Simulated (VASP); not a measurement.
TiB2:

```xyz
3
Lattice="3.0292 0.0000 0.0000 -1.5146 2.6234 0.0000 0.0000 0.0000 3.2284" Properties=species:S:1:pos:R:3 pbc="T T T"
Ti    0.0000    0.0000    0.0000
B     0.0000    1.7489    1.6142
B     1.5146    0.8745    1.6142
```

Base run:

| Property | Result |
| --- | --- |
| Program | VASP 6.6.1 |
| Functional | BLYP |
| Potentials or basis | VASP PAW PBE potentials, release 64 (Ti_sv, B) |
| Cutoff | 500 eV |
| k mesh | 8 × 8 × 7 |
| Occupations | fermi-dirac, width 0.1 eV |
| Spin | no spin polarisation |

Its results: band gap on the k mesh zero (band 9 reaches 10.83 eV, above the bottom of band 10 at 10.32 eV); pressure 6.9 GPa.

After a change of settings the same cell gave: band gap on the k mesh zero (band 9 reaches 10.33 eV, above the bottom of band 10 at 9.81 eV); pressure -10.7 GPa. Which change was it?
A. functional from BLYP to RPBE
B. functional from BLYP to PBE
C. functional from BLYP to LDA; potentials or basis from VASP PAW PBE potentials, release 64 (Ti_sv, B) to VASP PAW LDA potentials, release 64 (Ti_sv, B)
D. functional from BLYP to revPBE

C.

Caveats: the PAW data sets were made with another functional, which shifts forces and pressure a little (some runs).
